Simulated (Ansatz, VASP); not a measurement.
# One calculation of InSe5, two programs

The input INCAR:

```
SYSTEM = InSe5
PREC = Accurate ; ENCUT = 600
EDIFF = 1E-6 ; ISMEAR = 0
SIGMA = 0.1 ; LREAL = .FALSE.
LASPH = .TRUE. ; NELM = 100
ALGO = Normal ; ISIF = 3
LWAVE = .FALSE. ; LCHARG = .FALSE.
GGA = PE ; IBRION = 2
NSW = 100 ; EDIFFG = -0.01
```

Contents of KPOINTS:

```
regular mesh
0
G
  6 6 10
  0 0 0
```

File POSCAR:

```
InSe5
1.0
    7.1810013394      0.0000000000      0.0000000000
   -3.5905006697      6.2189295845      0.0000000000
    0.0000000000      0.0000000000      3.6590833505
In Se
1 5
Direct
    0.0000000000      0.0000000000      0.0000000000
    0.3333333333      0.6666666667      0.0000000000
    0.6666666667      0.3333333333      0.0000000000
    0.5000000000      0.0000000000      0.5000000000
    0.5000000000      0.5000000000      0.5000000000
    0.0000000000      0.5000000000      0.5000000000
```

Input for Ansatz:

```yaml
crystal:
  lattice:
    - [7.1810013394, 0.0, 0.0]
    - [-3.5905006697, 6.2189295845, 0.0]
    - [0.0, 0.0, 3.6590833505]
  atoms:
    - { symbol: In, position: [0.0, 0.0, 0.0] }
    - { symbol: Se, position: [0.3333333333, 0.6666666667, 0.0] }
    - { symbol: Se, position: [0.6666666667, 0.3333333333, 0.0] }
    - { symbol: Se, position: [0.5, 0.0, 0.5] }
    - { symbol: Se, position: [0.5, 0.5, 0.5] }
    - { symbol: Se, position: [0.0, 0.5, 0.5] }
basis:
  ecutwfc: 420
kpoints:
  mp_grid: { grid: [6, 6, 10] }
hamiltonian:
  xc: pbe
scf:
  occupations: { method: gaussian, width: 0.1 }
output:
  forces: true
  stress: true
  eigenvalues: true
relax:
  adjacent_minimum: "off"
  f_tol: 0.01
  max_steps: 80
  cell: { stress_tol: 0.05 }
```

Change from the starting cell: species swapped into the CeIr5 type (P6/mmm, No. 191).

Alike in both runs: task relaxation of cell and atoms; functional PBE; k mesh 6 × 6 × 10; occupations gaussian, width 0.1 eV; no spin polarisation.

|  | VASP | Ansatz |
| --- | --- | --- |
| version | VASP 6.6.1 | Ansatz 0.2.0 |
| potentials or method | VASP PAW PBE potentials, release 64 (In_d, Se), cutoff 600 eV | scalar-relativistic, plane waves, PAW |
| valence electrons in the cell | 43 | 93 |

Ansatz gave:

```
gap on the k mesh at the Fermi level, each at its own relaxed structure (eV) : none
relaxed volume (Å³/atom)                                                     : 27.12
relaxed cell length with the largest relative difference (Å)                 : 3.651
```

Q: What did VASP give for the same quantities?

A: gap on the k mesh at the Fermi level, each at its own relaxed structure (eV): none; relaxed volume (Å³/atom): 27.13; relaxed cell length with the largest relative difference (Å): 3.653.

A gap of «none» marks a metal or a gap that the smearing closes. VASP's potentials hold 43 valence electrons a cell and Ansatz's 93, so a difference there can come from the potentials and not from the codes.
